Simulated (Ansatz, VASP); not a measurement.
**TeW: VASP beside Ansatz**

```
Te W
1.0
     3.79561    0.00000    0.00000
    -1.89780    3.28709    0.00000
     0.00000    0.00000    3.38126
Te W
1 1
Direct
  0.33333 0.66667 0.12844
  0.66667 0.33333 0.62821
```

Alike in both runs: functional PBE; k mesh 5 × 5 × 5; occupations gaussian, width 0.2 eV; no spin polarisation.

Ansatz relaxed the structure, and its values are those at the end. VASP's run is a single point on that final structure, the one shown.

|  | VASP | Ansatz |
| --- | --- | --- |
| version | VASP 6.6.1 | Ansatz 0.2.0 |
| potentials or method | VASP PAW PBE potentials, release 64 (Te, W_sv), cutoff 500 eV | scalar-relativistic, plane waves, PAW |
| valence electrons in the cell | 20 | 30 |

```csv
,VASP,Ansatz,Ansatz less VASP
gap on the k mesh at the Fermi level (eV),none,none,-
pressure (GPa),-0.2,-0.2,+0.01
rms of the force components (eV/Å),0.003,0.003,0.0000
```

A gap of «none» marks a metal or a gap that the smearing closes. The functional is the same, so the differences come from potentials, cutoffs and numerics. VASP's potentials hold 20 valence electrons a cell and Ansatz's 30, so a difference there can come from the potentials and not from the codes.

The k mesh is coarse, so the values compare programs but aren't converged. Spin-orbit coupling is off throughout.
